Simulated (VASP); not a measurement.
# NbH2 in VASP: notebook

The runs below take NbH2 through single point, with LDA.

All numbers are computed with VASP 6.6.1; they aren't measurements. Logs are shortened: lines on timing, memory, paths and dates and some standing lists are left out, and cuts for length are marked.

## (1) The cell of the first run

It takes space group I4/mmm (No. 139, tetragonal). Conventional cell: a = 3.194 Å, b = 3.194 Å, c = 4.563 Å, α = 90.00°, β = 90.00°, γ = 90.00°. Within 2.6 Å of Nb (site symmetry 4/mmm) lie 8 H at 1.96 Å. H (site symmetry -4m2) has 4 Nb at 1.96 Å and 6 H at 2.26 to 2.28 Å within 2.6 Å.

## (2) Single point, LDA (equal xx and yy strain of -1 %)

INCAR

```
SYSTEM = NbH2
PREC = Accurate
ENCUT = 500
EDIFF = 1E-6
ISMEAR = -1
SIGMA = 0.03
LREAL = .False.
LASPH = .True.
NELM = 120
ALGO = Normal
ISIF = 2
LWAVE = .False.
LCHARG = .True.
LELF = .True.
LVHAR = .True.
NBANDS = 14
GGA_COMPAT = .False.
```

KPOINTS

```
Automatic mesh
0
Gamma
  15 15 15
  0 0 0
```

POSCAR

```
NbH2
1.0
    0.0000000000      2.2586850000      2.2815000000
    2.2586850000      0.0000000000      2.2815000000
    2.2586850000      2.2586850000      0.0000000000
Nb H
1 2
Direct
    0.0000000000      0.0000000000      0.0000000000
    0.2500000000      0.2500000000      0.2500000000
    0.7500000000      0.7500000000      0.7500000000
```

Potentials or basis: VASP PAW LDA potentials, release 64 (Nb_sv, H).

Run with:

```console
cat potpaw_LDA.64/Nb_sv/POTCAR potpaw_LDA.64/H/POTCAR > POTCAR
mpirun -np 1 vasp_std > vasp.out
```

OUTCAR:

```text
SYSTEM = NbH2
   PREC = Accurate
   ENCUT = 500
   EDIFF = 1E-6
   ISMEAR = -1
   LREAL = .False.
   LASPH = .True.
   NELM = 120
   ISIF = 2

 ion  position               nearest neighbor table
   1  0.000  0.000  0.000-   3 1.96   2 1.96   3 1.96   2 1.96   3 1.96   3 1.96   2 1.96   2 1.96

   2  0.250  0.250  0.250-   1 1.96   1 1.96   1 1.96   1 1.96
   3  0.750  0.750  0.750-   1 1.96   1 1.96   1 1.96   1 1.96

  LATTYP: Found a body centered tetragonal cell.
 ALAT       =     3.1942629601
 C/A-ratio  =     1.4284985479

  Lattice vectors:

 A1 = (  -2.2586850000,   0.0000000000,   2.2815000000)
 A2 = (   2.2586850000,   0.0000000000,   2.2815000000)
 A3 = (   0.0000000000,   2.2586850000,  -2.2815000000)

Analysis of symmetry for initial positions (statically):
=====================================================================
 Subroutine PRICEL returns:
 Original cell was already a primitive cell.

 Routine SETGRP: Setting up the symmetry group for a
 body centered tetragonal supercell.

 Subroutine GETGRP returns: Found 16 space group operations
 (whereof 16 operations were pure point group operations)
 out of a pool of 16 trial point group operations.

The static configuration has the point symmetry D_4h.

Analysis of symmetry for dynamics (positions and initial velocities):
=====================================================================
 Subroutine PRICEL returns:
 Original cell was already a primitive cell.

 Routine SETGRP: Setting up the symmetry group for a
 body centered tetragonal supercell.

 Subroutine GETGRP returns: Found 16 space group operations
 (whereof 16 operations were pure point group operations)
 out of a pool of 16 trial point group operations.

The dynamic configuration has the point symmetry D_4h.

 Subroutine INISYM returns: Found 16 space group operations
 (whereof 16 operations are pure point group operations),
 and found     1 'primitive' translations

----------------------------------------------------------------------------------------

                                     Primitive cell

  volume of cell :      23.2789

  direct lattice vectors                    reciprocal lattice vectors
     0.000000000  2.258685000  2.281500000    -0.221367743  0.221367743  0.219154065
     2.258685000  0.000000000  2.281500000     0.221367743 -0.221367743  0.219154065
     2.258685000  2.258685000  0.000000000     0.221367743  0.221367743 -0.219154065

  length of vectors
     3.210436135  3.210436135  3.194262960     0.382146385  0.382146385  0.382146385

  position of ions in fractional coordinates (direct lattice)
     0.000000000  0.000000000  0.000000000
     0.250000000  0.250000000  0.250000000
     0.750000000  0.750000000  0.750000000

  ion indices of the primitive-cell ions
   primitive index   ion index
                 1           1
                 2           2
                 3           3

----------------------------------------------------------------------------------------

 KPOINTS: Automatic mesh

Automatic generation of k-mesh.
 Grid dimensions read from file:
 generate k-points for:   15   15   15

 Generating k-lattice:

  Cartesian coordinates                     Fractional coordinates (reciprocal lattice)
    -0.014757850  0.014757850  0.014610271     0.066666667  0.000000000  0.000000000
     0.014757850 -0.014757850  0.014610271     0.000000000  0.066666667  0.000000000
     0.014757850  0.014757850 -0.014610271    -0.000000000 -0.000000000  0.066666667

  Length of vectors
     0.025476426  0.025476426  0.025476426

  Shift w.r.t. Gamma in fractional coordinates (k-lattice)
     0.000000000  0.000000000  0.000000000

 Subroutine IBZKPT returns following result:
 ===========================================

 Found    288 irreducible k-points:

 Following reciprocal coordinates:
            Coordinates               Weight
  0.000000  0.000000  0.000000      1.000000
  0.066667 -0.000000  0.000000      8.000000
  0.133333  0.000000  0.000000      8.000000
  0.200000  0.000000  0.000000      8.000000
  0.266667  0.000000  0.000000      8.000000
  0.333333  0.000000  0.000000      8.000000
[... 16 lines left out ...]
  0.133333  0.133333  0.000000      2.000000
  0.200000  0.133333  0.000000      8.000000
 [... further k-points ...]
   k-points           NKPTS =    288   k-points in BZ     NKDIM =    288   number of bands    NBANDS=     14
   number of dos      NEDOS =    301   number of ions     NIONS =      3
   total plane-waves  NPLWV =  13824
   dimension x,y,z NGX =    24 NGY =   24 NGZ =   24
   dimension x,y,z NGXF=    48 NGYF=   48 NGZF=   48
   ions per type =               1   2
   NGX,Y,Z   is equivalent  to a cutoff of  12.43, 12.43, 12.49 a.u.
   NGXF,Y,Z  is equivalent  to a cutoff of  24.86, 24.86, 24.98 a.u.
 SYSTEM =  NbH2
   PREC   = accura    normal or accurate (medium, high low for compatibility)
   ISTART =      0    job   : 0-new  1-cont  2-samecut
   ICHARG =      2    charge: 1-file 2-atom 10-const
   ISPIN  =      1    spin polarized calculation?
   LNONCOLLINEAR =      F non collinear calculations
   LSORBIT =      F    spin-orbit coupling
   LASPH  =      T    aspherical Exc in radial PAW
   ENCUT  =  500.0 eV  36.75 Ry    6.06 a.u.   5.85  5.85  5.82*2*pi/ulx,y,z
   NELM   =    120;   NELMIN=  2; NELMDL= -5     # of ELM steps
   EDIFF  = 0.1E-05   stopping-criterion for ELM
   LREAL  =      F    real-space projection
[... 7 lines left out ...]
   TEBEG  =    0.0;   TEEND  =   0.0 temperature during run
   PSTRESS=    0.0 pullay stress
   NELECT =      15.0000    total number of electrons
   NUPDOWN=      -1.0000    fix difference up-down
   EMIN   =  10.00;   EMAX   =-10.00  energy-range for DOS
   EFERMI =   0.00;   METHOD = LEGACY
   ISMEAR =    -1;   SIGMA  =   0.03  broadening in eV -4-tet -1-fermi 0-gaus
   EFERMI_NEDOS =   21; number of points for ismear=-14 and -15
   IALGO  =     38    algorithm
   IMIX   =      4    mixing-type and parameters
     AMIX     =   0.40;   BMIX     =  1.00
     AMIX_MAG =   1.60;   BMIX_MAG =  1.00
  volume/ion in A,a.u.               =       7.76        52.36
  Fermi-wavevector in a.u.,A,eV,Ry     =   1.414006  2.672084 27.203673  1.999414
  Thomas-Fermi vector in A             =   2.535593
   LORBIT       =      0    0 simple, 1 ext, 2 COOP (PROOUT), +10 PAW based schemes
   GGA     = CA    functional components
   LHFCALC =     F    Hartree Fock is set to
   AEXX    =    0.0000 exact exchange contribution
   IVDW    =     0    specifies the selected vdW correction
   LEPSILON=     F    determine dielectric tensor
   LRPA    =     F    only Hartree local field effects (RPA)
 non-spin polarized calculation
  energy-cutoff  :      500.00
  volume of cell :       23.28
 maximum number of plane-waves:       602
   NGX = 11   NGY = 11   NGZ = 11

 number of electron      14.9999998 magnetization

 Free energy of the ion-electron system (eV)
  ---------------------------------------------------
  ext. energy  EPLUGINS =         0.00000000
  ---------------------------------------------------
  free energy    TOTEN  =       -19.27587971 eV

  energy without entropy =      -19.27274530  energy(sigma->0) =      -19.27431250

 E-fermi :  10.0279     XC(G=0): -12.3392

 val. band max:       10.0233513470   @ k =  -0.3333   0.2667   0.2000
 cond. band min:      10.0301894427   @ k =  -0.0667   0.2000   0.1333
 fundamental gap:      0.0068380958
 Fermi energy:        10.0279477841

 k-point     1 :       0.0000    0.0000    0.0000
  band No.  band energies     occupation
      1     -45.0391      2.00000
      2     -20.9613      2.00000
      3     -20.9551      2.00000
      4     -20.9551      2.00000
      5      -0.7001      2.00000
      6       8.5745      2.00000
      7       8.6480      2.00000
      8       8.6480      2.00000
      9       9.0010      2.00000
     10      11.2472      0.00000
     11      11.3765      0.00000
     12      22.5731      0.00000
     13      23.2943      0.00000
     14      23.5462      0.00000

 k-point     2 :       0.0667   -0.0000    0.0000
  band No.  band energies     occupation
      1     -45.0350      2.00000
      2     -20.9915      2.00000
      3     -20.9633      2.00000
      4     -20.9590      2.00000
      5      -0.5746      2.00000
      6       7.4705      2.00000
      7       8.6625      2.00000
      8       8.7124      2.00000
      9      10.3087      0.00017
     10      11.1950      0.00000
     11      11.3191      0.00000
     12      21.3721      0.00000
     13      23.6173      0.00000
     14      23.7960      0.00000

 k-point     3 :       0.1333    0.0000    0.0000
  band No.  band energies     occupation
      1     -45.0234      2.00000
      2     -21.0865      2.00000
      3     -20.9756      2.00000
      4     -20.9699      2.00000
      5      -0.2174      2.00000
      6       6.3476      2.00000
      7       8.8239      2.00000
      8       8.8780      2.00000
      9      11.0905      0.00000
     10      11.1983      0.00000
     11      11.8732      0.00000
     12      20.0530      0.00000
     13      24.3280      0.00000
     14      24.5077      0.00000

 k-point     4 :       0.2000    0.0000    0.0000
  band No.  band energies     occupation
      1     -45.0063      2.00000
      2     -21.2243      2.00000
      3     -20.9934      2.00000
      4     -20.9860      2.00000
      5       0.3087      2.00000
      6       5.4664      2.00000
      7       8.9846      2.00000
      8       9.0516      2.00000
      9      11.0795      0.00000
     10      11.1554      0.00000
     11      13.3962      0.00000
     12      19.0407      0.00000
     13      24.3923      0.00000
     14      25.4060      0.00000

 k-point     5 :       0.2667    0.0000    0.0000
  band No.  band energies     occupation
      1     -44.9866      2.00000
      2     -21.3789      2.00000
      3     -21.0137      2.00000
      4     -21.0045      2.00000
      5       0.8839      2.00000
      6       4.8979      2.00000
      7       9.0203      2.00000
      8       9.1063      2.00000
      9      11.3197      0.00000
     10      11.3529      0.00000
     11      14.5932      0.00000
[... 276 lines left out ...]
 k-point    22 :      -0.0667    0.0667    0.0000
  band No.  band energies     occupation
      1     -45.0283      2.00000
      2     -21.0385      2.00000
      3     -20.9832      2.00000
      4     -20.9603      2.00000
      5      -0.3689      2.00000
      6       6.7181      2.00000
      7       8.7635      2.00000
      8       8.8077      2.00000
      9      11.1038      0.00000
     10      11.2593      0.00000
     11      11.3168      0.00000
     12      20.5905      0.00000
     13      23.5515      0.00000
     14      24.3918      0.00000

 k-point    23 :       0.1333    0.1333    0.0000
  band No.  band energies     occupation
      1     -45.0186      2.00000
      2     -21.0912      2.00000
      3     -20.9954      2.00000
      4     -20.9954      2.00000
      5      -0.0498      2.00000
      6       5.9230      2.00000
      7       9.0668      2.00000
      8       9.0668      2.00000
      9      10.4005      0.00001
     10      11.5972      0.00000
     11      12.3362      0.00000
     12      20.3678      0.00000
     13      23.8677      0.00000
     14      23.8677      0.00000

 k-point    24 :       0.2000    0.1333    0.0000
  band No.  band energies     occupation
      1     -45.0061      2.00000
      2     -21.1795      2.00000
      3     -21.0159      2.00000
      4     -21.0134      2.00000
      5       0.3625      2.00000
      6       5.2735      2.00000
      7       9.2195      2.00000
      8       9.2910      2.00000
      9      10.1009      0.16138
     10      11.6926      0.00000
     11      13.4745      0.00000
     12      19.8798      0.00000
     13      23.8207      0.00000
     14      24.0066      0.00000

 [... further k-points ...]

------------------------ aborting loop because EDIFF is reached ----------------------------------------

  FORCE on cell =-STRESS in cart. coord.  units (eV):
  Direction    XX          YY          ZZ          XY          YZ          ZX
  --------------------------------------------------------------------------------------
  -------------------------------------------------------------------------------------
  Total       -0.6493273     -0.6493273     -0.8597778      0.0000000      0.0000000      0.0000000
  in kB      -44.6902163    -44.6902163    -59.1745556      0.0000000      0.0000000      0.0000000
  external PRESSURE =     -49.5183294 kB  Pullay stress =       0.0000000 kB

 VOLUME and BASIS-vectors are now :
 -----------------------------------------------------------------------------
  energy-cutoff  :      500.00
  volume of cell :       23.28
      direct lattice vectors                 reciprocal lattice vectors
     0.000000000  2.258685000  2.281500000    -0.221367743  0.221367743  0.219154065
     2.258685000  0.000000000  2.281500000     0.221367743 -0.221367743  0.219154065
     2.258685000  2.258685000  0.000000000     0.221367743  0.221367743 -0.219154065

 POSITION                                       TOTAL-FORCE (eV/Angst)
 -----------------------------------------------------------------------------------
      0.00000      0.00000      0.00000         0.000000      0.000000      0.000000
      1.12934      1.12934      1.14075        -0.000000     -0.000000     -0.000000
      3.38803      3.38803      3.42225         0.000000      0.000000     -0.000000
 -----------------------------------------------------------------------------------
    total drift:                               -0.000000      0.000000      0.000000

  FREE ENERGIE OF THE ION-ELECTRON SYSTEM (eV)
  ---------------------------------------------------
  free  energy   TOTEN  =       -19.2758797089 eV

  energy  without entropy=      -19.2727452955  energy(sigma->0) =      -19.27431250
```

Run time: 24 s. Hardware: 1 thread of Intel Xeon 6975P-C (Granite Rapids), shared host; peak memory 0.19 GiB.

Results:

* Free energy: -19.2759 eV
* Pressure: -5.0 GPa

Stress tensor (GPa, compression positive):
```
-4.47  0.00  0.00
 0.00 -4.47  0.00
 0.00  0.00 -5.92
```

Caveat: the cell differs from its parent crystal (equal xx and yy strain of -1 %).

## (3) Single point, LDA (equal xx and yy strain of +1 %)

INCAR

```
SYSTEM = NbH2
ALGO     = Normal         ! electronic algorithm
EDIFF    = 1E-6           ! SCF threshold, eV
ENCUT    = 500            ! plane-wave cutoff, eV
GGA      = CA             ! functional
GGA_COMPAT= .False.      
ISIF     = 2              ! what is computed and relaxed
ISMEAR   = -1             ! smearing method
LASPH    = .True.         ! aspherical terms in the spheres
LCHARG   = .False.        ! write CHGCAR
LREAL    = .False.        ! projectors in reciprocal space
LWAVE    = .False.        ! write WAVECAR
NBANDS   = 14             ! bands
NELM     = 120            ! most SCF steps
PREC     = Accurate       ! precision mode
SIGMA    = 0.03           ! smearing width, eV
```

KPOINTS

```
k-points
0
Gamma
  15 15 15
  0 0 0
```

POSCAR

```
NbH2
1.0
    0.0000000000      2.3043150000      2.2815000000
    2.3043150000      0.0000000000      2.2815000000
    2.3043150000      2.3043150000      0.0000000000
Nb H
1 2
Direct
    0.0000000000      0.0000000000      0.0000000000
    0.2500000000      0.2500000000      0.2500000000
    0.7500000000      0.7500000000      0.7500000000
```

Potentials or basis: VASP PAW LDA potentials, release 64 (Nb_sv, H).

Run with:

```console
cat potpaw_LDA.64/Nb_sv/POTCAR potpaw_LDA.64/H/POTCAR > POTCAR
mpirun -np 1 vasp_std > vasp.out
```

Wall time 26 s (1 thread of Intel Xeon 6975P-C (Granite Rapids), shared host); peak memory 0.19 GiB.

The run converged. Its results:

* Free energy: -19.2282 eV
* Pressure: -11.5 GPa

Stress tensor (GPa, compression positive):
```
-11.99   0.00   0.00
  0.00 -11.99   0.00
  0.00   0.00 -10.59
```

Levels at points of the mesh, in eV from the Fermi level:
```csv
k point,band 4,band 5,band 6,band 7,band 8,band 9,band 10,band 11
"(0.00, 0.00, 0.00)",-31.06,-10.51,-1.36,-1.36,-1.29,-0.97,1.15,1.27
```

Caveat: the cell differs from its parent crystal (equal xx and yy strain of +1 %).

## (4) Single point, LDA (equal xy, yz and zx shear strains of -2 %)

INCAR

```
PREC = Accurate
ENCUT = 500
EDIFF = 1E-6
ISMEAR = -1
SIGMA = 0.03
LREAL = F
LASPH = T
NELM = 120
ALGO = Normal
ISIF = 2
LWAVE = F
LCHARG = F
GGA = CA
NBANDS = 14
GGA_COMPAT = F
```

KPOINTS

```
Automatic mesh
0
Gamma
  15 15 15
```

POSCAR

```
NbH2
1.0
   -0.0456300000      2.2586850000      2.2586850000
    2.2586850000     -0.0456300000      2.2586850000
    2.2586850000      2.2586850000     -0.0456300000
Nb H
1 2
Direct
    0.0000000000      0.0000000000      0.0000000000
    0.2500000000      0.2500000000      0.2500000000
    0.7500000000      0.7500000000      0.7500000000
```

Run with:

```console
cat potpaw_LDA.64/Nb_sv/POTCAR potpaw_LDA.64/H/POTCAR > POTCAR
mpirun -np 1 vasp_std > vasp.out
```

It took 32 s on 1 thread of Intel Xeon 6975P-C (Granite Rapids), shared host; peak memory 0.21 GiB.

It converged, with:

```yaml
Free_energy: -19.2461 eV
Pressure: -8.1 GPa
Largest_force: 0.171 eV/Å
```

Forces on the atoms (eV/Å):
```
Nb   0.000  0.000  0.000
H    0.099  0.099  0.099
H   -0.099 -0.099 -0.099
```

Stress tensor (GPa, compression positive):
```
-8.12  2.80  2.80
 2.80 -8.12  2.80
 2.80  2.80 -8.12
```

Levels at points of the mesh, in eV from the Fermi level:
```
           k point  band 4  band 5  band 6  band 7  band 8  band 9  band 10  band 11  band 12  band 13
(0.00, 0.00, 0.00)  -30.99  -10.61   -1.48   -1.48   -1.14   -0.99     1.26     1.26    12.45    13.18
```

Caveat: the cell differs from its parent crystal (equal xy, yz and zx shear strains of -2 %).

## (5) The runs side by side

| cell | gap on the mesh (eV) | pressure (GPa) |
| --- | --- | --- |
| a = 3.210, b = 3.210, c = 3.194 Å, angles 60.2, 60.2, 59.7°, 3 atoms | none | -5.0 |
| a = 3.243, b = 3.243, c = 3.259 Å, angles 59.8, 59.8, 60.3°, 3 atoms | none | -11.5 |
| a = 3.195 Å, angles 61.3°, 3 atoms | none | -8.1 |

Alike in all rows: task single point; level LDA; potentials or basis VASP PAW LDA potentials, release 64 (Nb_sv, H); no spin polarisation; k mesh 15 × 15 × 15; cutoff (eV) 500; smearing fermi-dirac 0.03 eV.

Total energies depend on the potentials used, so only differences within one code and one set of settings carry meaning.
